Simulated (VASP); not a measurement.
Wanted: the native input for a VASP 6.6.1 run.

| Quantity | Value |
| --- | --- |
| Task | single point |
| Functional | PBE |
| Potentials or basis | VASP PAW PBE potentials, release 64 (Ta_pv, Al) |
| Cutoff | 520 eV |
| k mesh | 6 × 6 × 4 |
| Occupations | gaussian, width 0.1 eV |
| Spin | no spin polarisation |
| Dipole correction | no |
| Further INCAR settings | ALGO = Normal; EDIFF = 1e-07; NBANDS = 24 |

The structure of Ta2Al3 lies in POSCAR:

```
Ta2Al3
1.0
    4.0910563600      0.0000000000      0.0000000000
   -2.0455281800      3.5429587300      0.0000000000
    0.0000000000      0.0000000000      4.9621067600
Ta Al
2 3
Direct
    0.6666666700      0.3333333300      0.8575603400
    0.3333333300      0.6666666700      0.1424396600
    0.6666666700      0.3333333300      0.3600405200
    0.3333333300      0.6666666700      0.6399594800
    0.0000000000      0.0000000000      0.0000000000
```

These files were run (other wordings do the same):

INCAR

```
PREC     = Accurate       # precision mode
ENCUT    = 520            # plane-wave cutoff, eV
EDIFF    = 1E-7           # SCF threshold, eV
ISMEAR   = 0              # smearing method
SIGMA    = 0.1            # smearing width, eV
LREAL    = False          # projectors in reciprocal space
LASPH    = True           # aspherical terms in the spheres
NELM     = 60             # most SCF steps
ALGO     = Normal         # electronic algorithm
ISIF     = 2              # what is computed and relaxed
LWAVE    = False          # write WAVECAR
LCHARG   = True           # write CHGCAR
GGA      = PE             # functional
LELF     = True           # ELF
LVHAR    = True         
NBANDS   = 24             # bands
```

KPOINTS

```
regular mesh
0
Gamma
  6 6 4
```

Potentials or basis: VASP PAW PBE potentials, release 64 (Ta_pv, Al).

The run is started by

```console
$ cat potpaw_PBE.64/Ta_pv/POTCAR potpaw_PBE.64/Al/POTCAR > POTCAR
$ mpirun -np 1 vasp_std > vasp.out
```

Results of the run:

| Item | Value |
| --- | --- |
| Pressure | 58.2 GPa |
| Largest force | 0.839 eV/Å |

Run time: 32 s on 1 thread of AMD EPYC 7R43 64-Core Processor (Zen 3), with other jobs on the host, peak memory 0.15 GiB.
